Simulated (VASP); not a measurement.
A run of VASP 6.6.1 is set up as follows.

Contents of INCAR:

```
SYSTEM = Ca16HS16
ALGO = Normal ; EDIFF = 1E-6
ENCUT = 400 ; GGA = PE
GGA_COMPAT = .False. ; ISIF = 2
ISMEAR = 0 ; ISPIN = 2
KPAR = 2 ; LASPH = .True.
LCHARG = .True. ; LORBIT = 11
LREAL = Auto ; LVHAR = .True.
LWAVE = .False. ; MAGMOM = 0 0 0 0.111 0 0 0 0.111 0.111 0 0 0.111 0 0 0 0 0 0 0 0 0 0.111 0 0.111 0 0 0 0.111 0 0 0 0.111 0.111
NBANDS = 154 ; NCORE = 2
NELM = 200 ; PREC = Accurate
SIGMA = 0.01
```

File KPOINTS:

```
Automatic mesh
0
Gamma
  2 2 2
  0.5 0.5 0.5
```

POSCAR

```
Ca16HS16
1.0
    5.7117999112      5.7117999112      5.7117999112
   -5.7117999112     -5.7117999112      5.7117999112
    5.7117999112     -5.7117999112     -5.7117999112
Ca S H
16 16 1
Direct
    0.2500000000      0.2510574763      0.5021382925
    0.5010574763      0.0000000000      0.5021382925
    0.2500000000      0.5021382925      0.2510574763
    0.4962974739      0.2462974739      0.2462974739
    0.7521382925      0.0000000000      0.2510574763
    0.7478617075      0.7489191838      0.4978617075
   -0.0010808162      0.4978617075      0.4978617075
    0.2500000000      1.0000000000      0.7537025261
    0.2500000000      0.7537025261      0.0000000000
    0.5010574763      0.5021382925      0.0000000000
    0.7521382925      0.2510574763      0.0000000000
    0.0037025261      0.0000000000      0.0000000000
   -0.0010574763      0.7489425237      0.2510808162
    0.5010808162      0.7489425237      0.7489425237
    0.7478617075      0.4978617075      0.7489191838
   -0.0010574763      0.2510808162      0.7489425237
    0.4997691754      0.2497691754      0.7511438668
    0.7513746914      0.0000000000      0.7502308246
    0.4988561332      0.4986253086      0.4986253086
    0.7486253086      0.2488561332      0.4986253086
    0.0002308246      0.0000000000      0.5013746914
   -0.0071041356      0.7428958644      0.7428958644
    0.2500000000      0.5013746914      0.7502308246
    0.5071041356      0.0000000000      0.0000000000
    0.4997691754      0.7511438668      0.2497691754
    0.7486253086      0.4986253086      0.2488561332
    0.0011438668      0.2497691754      0.2497691754
    0.2500000000      0.0000000000      0.2571041356
    0.2500000000      0.7502308246      0.5013746914
    0.7513746914      0.7502308246      0.0000000000
    0.0002308246      0.5013746914      0.0000000000
    0.2500000000      0.2571041356      0.0000000000
    0.2500000000      0.0000000000      0.0000000000
```

Potentials or basis: VASP PAW PBE potentials, release 64 (Ca_sv, S, H).

The run is started by

```console
$ cat potpaw_PBE.64/Ca_sv/POTCAR potpaw_PBE.64/S/POTCAR potpaw_PBE.64/H/POTCAR > POTCAR
$ mpirun -np 4 vasp_std > vasp.out
```

(1) Predict the largest force.

(2) What does it give for the band gap on the k mesh?

(3) Estimate the net moment.

(4) Predict the site moments.

## Answers

(1) 0.011 eV/Å.

(2) 0.75 eV.

(3) 1.00 μB per cell.

(4) Ca +0.00, +0.01 (each value once); S +0.00, +0.06 (each value once); H +0.21 μB.

Caveat: the cell differs from its parent crystal (with an interstitial atom, then relaxed in part); semilocal functionals underestimate gaps, and a narrow one can read as zero.
